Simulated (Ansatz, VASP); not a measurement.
## C in VASP and in Ansatz

```
C
1.0
     0.00000    2.02622    1.64217
     1.62892    0.00000    1.64217
     1.62892    2.02622    0.00000
C
2
Direct
  0.50000 0.50000 0.50000
  0.75000 0.75000 0.75000
```

Change from the starting cell: strain +e along x and -e along y -0.1125, strain +e along z and -e/2 along x and y -0.0700.

Alike in both runs: task single point; functional LDA; k mesh 12 × 12 × 12; occupations gaussian, width 0.05 eV; no spin polarisation.

|  | VASP | Ansatz |
| --- | --- | --- |
| version | VASP 6.6.1 | Ansatz 0.2.0 |
| potentials or method | VASP PAW LDA potentials, release 64 (C_h), cutoff 1300 eV | scalar-relativistic, plane waves, PAW |
| valence electrons in the cell | 8 | 8 |

|  | VASP | Ansatz | Ansatz less VASP |
| --- | --- | --- | --- |
| gap on the k mesh at the Fermi level (eV) | 1.34 | 1.35 | +0.010 |
| least direct gap on the mesh (eV) | 3.68 | 3.68 | -0.002 |
| pressure (GPa) | 10.0 | 9.0 | -1.03 |
| traceless stress, the component that is largest in VASP (GPa) | -165.92 | -166.00 | -0.079 |

Ansatz warns that its potentials were made for another functional, while VASP's fit it. LDA's correlation is that of Perdew and Zunger in VASP and of Perdew and Wang (1992) in Ansatz.
